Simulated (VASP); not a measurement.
The system is Si2Mo.

```xyz
3
Lattice="-1.6000 1.6000 3.9305 1.6000 -1.6000 3.9305 1.6000 1.6000 -3.9305" Properties=species:S:1:pos:R:3 pbc="T T T"
Mo    0.0000    0.0000    0.0000
Si    0.0000    0.0000    5.2433
Si    0.0000    0.0000    2.6177
```

```yaml
Program: VASP 6.6.1
Task: relaxation of cell and atoms
Functional: PBEsol
Dispersion: D3(BJ)
Potentials_or_basis: VASP PAW PBE potentials, release 64 (Mo_sv, Si)
Cutoff: 600 eV
k_mesh: 12 × 12 × 12
Occupations: fermi-dirac, width 0.05 eV
Spin: no spin polarisation
```

At the start: pressure -8.8 GPa; volume 13.42 Å³/atom.

**Question.** Where does the relaxation end?

**Answer.** Over 7 steps the energy falls by 16.2 meV/atom and the volume is 12.90 Å³/atom (-3.8 %); space group I4/mmm (No. 139, to 0.1 Å) before and after.

Step by step:
```
step  energy change (eV)  largest force (eV/Å)  pressure (GPa)  volume (Å³)
   1              0.0000                0.3257           -8.80        40.25
   2              0.1015                0.2470           19.42        36.11
   3             -0.0472                0.1529           -0.05        38.69
   4             -0.0473                0.1490            0.14        38.66
   5             -0.0484                0.0159            0.06        38.68
   6             -0.0484                0.0135            0.06        38.68
   7             -0.0485                0.0026           -0.05        38.71
```

Final structure:
```
Mo Si
1.0
    -1.57933    1.57933    3.87957
     1.57933   -1.57933    3.87957
     1.57933    1.57933   -3.87957
Mo Si
1 2
Direct
  0.00000 0.00000 0.00000
  0.66536 0.66536 0.00000
  0.33465 0.33465 0.00000
```

Caveat: the PAW data sets were made with another functional, which shifts forces and pressure a little.
